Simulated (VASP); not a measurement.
# GdN (Fm-3m) in VASP: further runs, part 3 of 3

VASP 6.6.1. Earlier steps stand in the parts before.

### 5 Electric field gradients, PBE, collinear spin, ferromagnetic start

This run uses another cell than the first one, of 15.62 Å³/atom.

INCAR

```
SYSTEM = GdN
  PREC = Accurate
  ENCUT = 520
  EDIFF = 1E-8
  ISMEAR = -1
  SIGMA = 0.05
  LREAL = .FALSE.
  LASPH = .TRUE.
  NELM = 150
  ALGO = Normal
  ISIF = 2
  LWAVE = .FALSE.
  LCHARG = .FALSE.
  ISPIN = 2
  MAGMOM = 7 0
  LORBIT = 11
  LMAXMIX = 6
  GGA = PE
  LEFG = .TRUE.
  NBANDS = 22
```

KPOINTS

```
Automatic mesh
0
G
  13 13 13
  0 0 0
```

POSCAR

```
GdN
1.0
    0.0000000000      2.4995000000      2.4995000000
    2.4995000000      0.0000000000      2.4995000000
    2.4995000000      2.4995000000      0.0000000000
Gd N
1 1
Direct
    0.0000000000      0.0000000000      0.0000000000
    0.5000000000      0.5000000000      0.5000000000
```

Potentials or basis: VASP PAW PBE potentials, release 64 (Gd, N).

The run is started by

```
$ cat potpaw_PBE.64/Gd/POTCAR potpaw_PBE.64/N/POTCAR > POTCAR
$ mpirun -np 1 vasp_std > vasp.out
```

OUTCAR:

```text
SYSTEM = GdN
   PREC = Accurate
   ENCUT = 520
   EDIFF = 1E-8
   ISMEAR = -1
   LREAL = .FALSE.
   LASPH = .TRUE.
   NELM = 150
   ISIF = 2
   ISPIN = 2
   LORBIT = 11
   GGA = PE

 ion  position               nearest neighbor table
   1  0.000  0.000  0.000-   2 2.50   2 2.50   2 2.50   2 2.50   2 2.50   2 2.50
   2  0.500  0.500  0.500-   1 2.50   1 2.50   1 2.50   1 2.50   1 2.50   1 2.50

  LATTYP: Found a face centered cubic cell.
 ALAT       =     4.9990000000

  Lattice vectors:

 A1 = (   0.0000000000,   2.4995000000,   2.4995000000)
 A2 = (   2.4995000000,   0.0000000000,   2.4995000000)
 A3 = (   2.4995000000,   2.4995000000,   0.0000000000)

Analysis of symmetry for initial positions (statically):
=====================================================================
 Subroutine PRICEL returns:
 Original cell was already a primitive cell.

 Routine SETGRP: Setting up the symmetry group for a
 face centered cubic supercell.

 Subroutine GETGRP returns: Found 48 space group operations
 (whereof 48 operations were pure point group operations)
 out of a pool of 48 trial point group operations.

The static configuration has the point symmetry O_h .

Analysis of symmetry for dynamics (positions and initial velocities):
=====================================================================
 Subroutine PRICEL returns:
[... 1389 lines left out ...]
  --------------------------------------------------------------------------------------
  -------------------------------------------------------------------------------------
  Total       -0.2415537     -0.2415537     -0.2415537      0.0000000      0.0000000      0.0000000
  in kB      -12.3918147    -12.3918147    -12.3918147      0.0000000      0.0000000      0.0000000
  external PRESSURE =     -12.3918147 kB  Pullay stress =       0.0000000 kB

 VOLUME and BASIS-vectors are now :
 -----------------------------------------------------------------------------
  energy-cutoff  :      520.00
  volume of cell :       31.23
      direct lattice vectors                 reciprocal lattice vectors
     0.000000000  2.499500000  2.499500000    -0.200040008  0.200040008  0.200040008
     2.499500000  0.000000000  2.499500000     0.200040008 -0.200040008  0.200040008
     2.499500000  2.499500000  0.000000000     0.200040008  0.200040008 -0.200040008

 POSITION                                       TOTAL-FORCE (eV/Angst)
 -----------------------------------------------------------------------------------
      0.00000      0.00000      0.00000         0.000000      0.000000      0.000000
      2.49950      2.49950      2.49950        -0.000000     -0.000000     -0.000000
 -----------------------------------------------------------------------------------
    total drift:                                0.000000      0.000000      0.000000

  FREE ENERGIE OF THE ION-ELECTRON SYSTEM (eV)
  ---------------------------------------------------
  free  energy   TOTEN  =       -23.2159547838 eV

  energy  without entropy=      -23.2154518326  energy(sigma->0) =      -23.21570331

 Electric field gradients (V/A^2)
---------------------------------------------------------------------
 ion       V_xx      V_yy      V_zz      V_xy      V_xz      V_yz
---------------------------------------------------------------------
   1       0.000     0.000    -0.000    -0.002    -0.002    -0.002
   2      -0.000    -0.000    -0.000    -0.000    -0.000    -0.000
---------------------------------------------------------------------

 Electric field gradients after diagonalization (V/A^2)
 (convention: |V_zz| > |V_xx| > |V_yy|)
----------------------------------------------------------------------
 ion       V_xx      V_yy      V_zz     asymmetry (V_yy - V_xx)/ V_zz
----------------------------------------------------------------------
   1       0.002     0.002    -0.004       0.000
   2       0.000     0.000    -0.001       0.000
----------------------------------------------------------------------

           NMR quadrupolar parameters

 Cq : quadrupolar parameter    Cq=e*Q*V_zz/h
 eta: asymmetry parameters     (V_yy - V_xx)/ V_zz
 Q  : nuclear electric quadrupole moment in mb (millibarn)
----------------------------------------------------------------------
 ion       Cq(MHz)       eta       Q (mb)
----------------------------------------------------------------------
   1      -0.000       0.000       1.000
   2      -0.000       0.000       1.000
----------------------------------------------------------------------

 total charge

# of ion       s       p       d       f       tot
--------------------------------------------------
    1        2.033   5.661   0.527   6.999  15.220
    2        1.249   2.379   0.000   0.000   3.629
--------------------------------------------------
tot          3.283   8.040   0.527   6.999  18.849

 magnetization (x)

# of ion       s       p       d       f       tot
--------------------------------------------------
    1       -0.006  -0.081   0.082   6.808   6.804
    2       -0.007  -0.077   0.000   0.000  -0.084
--------------------------------------------------
tot         -0.012  -0.158   0.082   6.808   6.720
```

OSZICAR:

```text
N       E                     dE             d eps       ncg     rms          rms(c)
DAV:   1     0.130403435637E+03    0.13040E+03   -0.84463E+03 10306   0.562E+03
DAV:   2    -0.525520060834E+01   -0.13566E+03   -0.11747E+03 10376   0.448E+02
DAV:   3    -0.222157110753E+02   -0.16961E+02   -0.16509E+02 10936   0.116E+02
[... 36 lines left out ...]
DAV:  40    -0.232159546055E+02   -0.95085E-07   -0.87182E-08 10872   0.127E-02    0.186E-02
DAV:  41    -0.232159546688E+02   -0.63285E-07   -0.27237E-08  6560   0.589E-03    0.900E-03
DAV:  42    -0.232159547459E+02   -0.77160E-07   -0.35307E-08  8830   0.102E-02    0.571E-03
DAV:  43    -0.232159547746E+02   -0.28739E-07   -0.33139E-09  4760   0.231E-03    0.421E-03
DAV:  44    -0.232159547838E+02   -0.91923E-08   -0.45414E-09  5004   0.962E-04
   1 F= -.23215955E+02 E0= -.23215703E+02  d E =-.502951E-03  mag=     6.9999
```

Wall time 7.2 min (1 thread of Intel Xeon Platinum 8488C (Sapphire Rapids), shared host); peak memory 0.26 GiB.

Results:

* Free energy: -23.2160 eV
* Pressure: -1.2 GPa
* Band gap on the k mesh: zero (filled and empty bands overlap)
* Net moment: 7.00 μB per cell
* Site moments: Gd +6.80; N -0.08 μB
* Largest electric field gradient by atom: under 0.05 V/Å² on every atom
* Valence electrons inside the program's atomic spheres: Gd 15.22; N 3.63

Levels at points of the mesh, in eV from the Fermi level:
Spin up:
```tsv
k point	band 12	band 13	band 14	band 15	band 16	band 17	band 18	band 19
(0.00, 0.00, 0.00)	-3.30	0.18	0.18	0.18	2.43	2.43	2.43	3.08
```
Spin down:
| k point | band 5 | band 6 | band 7 | band 8 | band 9 | band 10 | band 11 | band 12 |
| --- | --- | --- | --- | --- | --- | --- | --- | --- |
| (0.00, 0.00, 0.00) | -13.08 | -0.92 | -0.92 | -0.92 | 1.62 | 2.14 | 2.14 | 2.14 |

Caveat: spin-orbit coupling is left out, which moves the levels of the heavy elements; a cell with one magnetic atom can't hold antiferromagnetic order, which such compounds often take; semilocal functionals describe open f shells poorly, which spoils levels, moments and volumes.

### 6 Overview

```csv
cell,gap on the mesh (eV),pressure (GPa),moment (μB)
"a = 3.463 Å, angles 60.0°, 2 atoms",none,8.7,7.00
"a = 3.499 Å, angles 60.0°, 2 atoms",none,3.4,7.00
"a = 3.535 Å, angles 60.0°, 2 atoms",none,-1.2,7.00
```

Alike in all rows: task electric field gradients; level PBE; potentials or basis VASP PAW PBE potentials, release 64 (Gd, N); spin collinear, ferromagnetic start; k mesh 13 × 13 × 13; cutoff (eV) 520; smearing fermi-dirac 0.05 eV.

Caveats: spin-orbit coupling is left out, which moves the levels of the heavy elements; a cell with one magnetic atom can't hold antiferromagnetic order, which such compounds often take; semilocal functionals describe open f shells poorly, which spoils levels, moments and volumes; the cell stands under pressure (at least some runs).

Total energies depend on the potentials used, so only differences within one code and one set of settings carry meaning.
